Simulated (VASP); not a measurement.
Here is a VASP 6.6.1 calculation.

Contents of INCAR:

```
SYSTEM = HfTi2S4
PREC = Accurate ; ENCUT = 520
EDIFF = 1E-6 ; ISMEAR = 0
SIGMA = 0.2 ; LREAL = .FALSE.
LASPH = .TRUE. ; NELM = 60
ALGO = Normal ; ISIF = 2
LWAVE = .FALSE. ; LCHARG = .TRUE.
GGA = PE ; LELF = .TRUE.
LVHAR = .TRUE. ; NBANDS = 38
```

KPOINTS

```
Automatic mesh
0
G
  6 6 2
  0 0 0
```

POSCAR

```
HfTi2S4
1.0
    3.3658575208      0.0000000000      0.0000000000
   -1.6829287604      2.9149181185      0.0000000000
    0.0000000000      0.0000000000     12.9095702362
Hf Ti S
1 2 4
Direct
    0.0000000000      0.0000000000      0.0000000000
    0.0000000000      1.0000000000      0.7367510232
    0.0000000000      0.0000000000      0.2632489768
    0.6666666667      0.3333333333      0.8655888703
    0.3333333333      0.6666666667      0.1344111297
    0.6666666667      0.3333333333      0.3714133657
    0.3333333333      0.6666666667      0.6285866343
```

Potentials or basis: VASP PAW PBE potentials, release 64 (Hf_pv, Ti_sv, S).

The run is started by

```console
$ cat potpaw_PBE.64/Hf_pv/POTCAR potpaw_PBE.64/Ti_sv/POTCAR potpaw_PBE.64/S/POTCAR > POTCAR
$ mpirun -np 1 vasp_std > vasp.out
```

What does it give for the largest force?

0.086 eV/Å.

Estimate the band gap on the k mesh.

zero (bands 29 and 30 overlap by 0.54 eV).

Stress tensor (GPa, compression positive):
```
-0.02  0.00  0.00
 0.00 -0.02  0.00
 0.00  0.00 -0.52
```

Caveat: spin-orbit coupling is left out, which moves the levels of the heavy elements; this functional lacks dispersion, which binds the layers, so the pressure and a relaxed spacing across them are unreliable.
